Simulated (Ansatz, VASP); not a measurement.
One calculation of BP, two programs

```
CELL_PARAMETERS angstrom
3.20211 0.00000 0.00000
-1.60106 2.77311 0.00000
0.00000 0.00000 16.00000
ATOMIC_POSITIONS crystal
B 0.33333 0.66667 0.50000
P 0.66667 0.33333 0.50000
```

Alike in both runs: task single point; functional PBEsol; k mesh 12 × 12 × 1; occupations gaussian, width 0.03 eV; no spin polarisation.

```csv
,VASP,Ansatz
version,VASP 6.6.1,Ansatz 0.2.0
potentials or method,"VASP PAW PBE potentials, release 64 (B, P), cutoff 420 eV","scalar-relativistic, plane waves, PAW"
valence electrons in the cell,8,8
```

|  | VASP | Ansatz | Ansatz less VASP |
| --- | --- | --- | --- |
| gap on the k mesh at the Fermi level (eV) | 0.87 | 0.86 | -0.013 |
| least direct gap on the mesh (eV) | 0.87 | 0.86 | -0.013 |

VASP's potentials were made for PBE, not for PBEsol, and Ansatz warns of the same on its side. With one functional, cell and mesh, what is left measures potentials, basis and numerics.
